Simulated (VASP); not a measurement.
Here is a VASP 6.6.1 calculation.

File INCAR:

```
SYSTEM = Ge
  PREC = Accurate
  ENCUT = 520
  EDIFF = 1E-6
  ISMEAR = -1
  SIGMA = 0.02
  LREAL = .FALSE.
  LASPH = .TRUE.
  NELM = 80
  ALGO = Normal
  ISIF = 2
  LWAVE = .FALSE.
  LCHARG = .FALSE.
  NBANDS = 21
```

KPOINTS

```
Automatic mesh
0
G
  10 10 10
  0 0 0
```

The input POSCAR:

```
Ge
1.0
    0.0000000000      2.8108505722      2.8108505722
    2.8108505722      0.0000000000      2.8108505722
    2.8108505722      2.8108505722      0.0000000000
Ge
2
Direct
   -0.1250000000     -0.1250000000     -0.1250000000
    0.1250000000      0.1250000000      0.1250000000
```

Potentials or basis: VASP PAW LDA potentials, release 64 (Ge_d).

Launch:

```console
$ cat potpaw_LDA.64/Ge_d/POTCAR > POTCAR
$ mpirun -np 1 vasp_std > vasp.out
```

Question: Predict the pressure.

Answer: 0.2 GPa.

Question: What does it give for the band gap on the k mesh?

Answer: 0.03 eV.

A k mesh can miss the band edges.
